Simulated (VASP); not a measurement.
Cl, 4 atoms in the cell. The structure is orthorhombic, space group Cmce (No. 64). Conventional cell: a = 6.250 Å, b = 4.014 Å, c = 8.147 Å, α = 90.00°, β = 90.00°, γ = 90.00°. Cl (site symmetry m) has 1 Cl at 2.02 Å within 2.7 Å. 

* Program: VASP 6.6.1
* Task: single point
* Functional: PBE
* Potentials or basis: VASP PAW PBE potentials, release 64 (Cl)
* Cutoff: 520 eV
* k mesh: 8 × 8 × 4
* Occupations: fermi-dirac, width 0.02 eV
* Spin: no spin polarisation
* Dipole correction: no
* Further INCAR settings: ALGO = Normal; EDIFF = 1e-06; NBANDS = 22

Potentials or basis: VASP PAW PBE potentials, release 64 (Cl).

Command:

```sh
$ cat potpaw_PBE.64/Cl/POTCAR > POTCAR
$ mpirun -np 1 vasp_std > vasp.out
```

Hardware: 1 thread of Intel(R) Xeon(R) 6975P-C (Granite Rapids), on a shared host.

**Question.** Estimate the wall time of this run.

**Answer.** Run time: 55 s on 1 thread of Intel(R) Xeon(R) 6975P-C (Granite Rapids), with other jobs on the host, peak memory 0.25 GiB. Counts: scf iterations 12, k points 63.
